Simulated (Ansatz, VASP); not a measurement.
# PbI2 in VASP and in Ansatz

The input POSCAR:

```
PbI2
1.0
    4.5640817504      0.0000000000      0.0000000000
   -2.2820408752      3.9526107408      0.0000000000
    0.0000000000      0.0000000000      7.3294124980
Pb I
1 2
Direct
    0.0000000000      0.0000000000      0.0000000000
    0.3333333333      0.6666666667      0.2586307178
    0.6666666667      0.3333333333      0.7413692822
```

INCAR.step1

```
SYSTEM = PbI2
ALGO = Normal ; EDIFF = 1E-5
ENCUT = 550 ; GGA = PE
GGA_COMPAT = .FALSE. ; ISMEAR = 0
LASPH = .TRUE. ; LCHARG = .FALSE.
LREAL = .FALSE. ; LWAVE = .TRUE.
NBANDS = 21 ; NELM = 120
PREC = Accurate ; SIGMA = 0.01
```

INCAR.step2

```
SYSTEM = PbI2
ALGO = Normal ; EDIFF = 1E-6
ENCUT = 550 ; GGA_COMPAT = .FALSE.
ISIF = 2 ; ISMEAR = 0
ISTART = 1 ; LASPH = .TRUE.
LCHARG = .TRUE. ; LELF = .TRUE.
LMIXTAU = .TRUE. ; LREAL = .FALSE.
LVHAR = .TRUE. ; LWAVE = .FALSE.
METAGGA = R2SCAN ; NBANDS = 21
NELM = 120 ; PREC = Accurate
SIGMA = 0.01
```

KPOINTS

```
k-points
0
G
  6 6 4
  0 0 0
```

Input for Ansatz:

```yaml
crystal:
  lattice:
    - [4.5640817504, 0.0, 0.0]
    - [-2.2820408752, 3.9526107408, 0.0]
    - [0.0, 0.0, 7.329412498]
  atoms:
    - { symbol: Pb, position: [0.0, 0.0, 0.0] }
    - { symbol: I, position: [0.3333333333, 0.6666666667, 0.2586307178] }
    - { symbol: I, position: [0.6666666667, 0.3333333333, 0.7413692822] }
kpoints:
  mp_grid: { grid: [6, 6, 4] }
  band_path:
    path:
      - [0.0, 0.0, 0.0]
      - [0.5, 0.0, 0.0]
      - [0.3333333333, 0.3333333333, 0.0]
      - [0.0, 0.0, 0.5]
      - [0.5, 0.0, 0.5]
      - [0.3333333333, 0.3333333333, 0.5]
    npoints: 1
hamiltonian:
  xc: r2scan
scf:
  occupations: { method: fixed }
  n_extra_bands: 4
output:
  forces: true
  stress: true
  eigenvalues: true
  write_density: true
  write_potential: true
  elf: true
  volumetric_format: npy
```

Change from the starting cell: uniaxial_z strain +4.0%.

Alike in both runs: task single point; functional r2SCAN; k mesh 6 × 6 × 4; no spin polarisation.

```csv
,VASP,Ansatz
version,VASP 6.6.1,Ansatz 0.2.0
potentials or method,"VASP PAW PBE potentials, release 64 (Pb_d, I)","plane waves, PAW"
plane-wave cutoff (eV),550,500
occupations,"gaussian, width 0.01 eV",fixed
valence electrons in the cell,28,48
```

|  | VASP | Ansatz | Ansatz less VASP |
| --- | --- | --- | --- |
| gap on the k mesh at the Fermi level (eV) | 2.76 | 2.76 | +0.001 |
| pressure (GPa) | 0.3 | 0.3 | +0.01 |
| traceless stress, the component that is largest in VASP (GPa) | -0.22 | -0.22 | -0.002 |

VASP's potentials were made for PBE, not for r2SCAN. VASP's potentials hold 28 valence electrons a cell and Ansatz's 48, so a difference there can come from the potentials and not from the codes.

Spin-orbit coupling is off throughout.
